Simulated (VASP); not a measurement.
Set up this calculation in VASP 6.6.1, as the native input.

```yaml
Task: single point
Functional: PBE
Potentials_or_basis: VASP PAW PBE potentials, release 64 (Ti_sv, Al)
Cutoff: 520 eV
k_mesh: 9 × 9 × 4
Occupations: gaussian, width 0.1 eV
Spin: no spin polarisation
Dipole_correction: no
Further_INCAR_settings: ALGO = Normal; EDIFF = 1e-06; NBANDS = 14
```

The structure of TiAl lies in POSCAR:

```
TiAl
1.0
    2.8672622327      0.0000000000      0.0000000000
   -1.4336311163      2.4831219328      0.0000000000
    0.0000000000      0.0000000000      4.6780830000
Ti Al
1 1
Direct
    0.0000000000      0.0000000000      0.0000000000
    0.3333333300      0.6666666700      0.5000000000
```

One way to write it, as run:

INCAR

```
SYSTEM = TiAl
ALGO     = Normal         ! electronic algorithm
EDIFF    = 1E-6           ! SCF threshold, eV
ENCUT    = 520            ! plane-wave cutoff, eV
GGA      = PE             ! functional
ISIF     = 2              ! what is computed and relaxed
ISMEAR   = 0              ! smearing method
LASPH    = .True.         ! aspherical terms in the spheres
LCHARG   = .False.        ! write CHGCAR
LREAL    = .False.        ! projectors in reciprocal space
LWAVE    = .False.        ! write WAVECAR
NBANDS   = 14             ! bands
NELM     = 80             ! most SCF steps
PREC     = Accurate       ! precision mode
SIGMA    = 0.1            ! smearing width, eV
```

KPOINTS

```
k-points
0
Gamma
  9 9 4
  0 0 0
```

Potentials or basis: VASP PAW PBE potentials, release 64 (Ti_sv, Al).

Command:

```console
$ cat potpaw_PBE.64/Ti_sv/POTCAR potpaw_PBE.64/Al/POTCAR > POTCAR
$ mpirun -np 1 vasp_std > vasp.out
```

It gave:

```
Pressure : 0.2 GPa
```

Run time: 25 s on 1 thread of AMD EPYC 7R13 (shared host), peak memory 0.13 GiB.
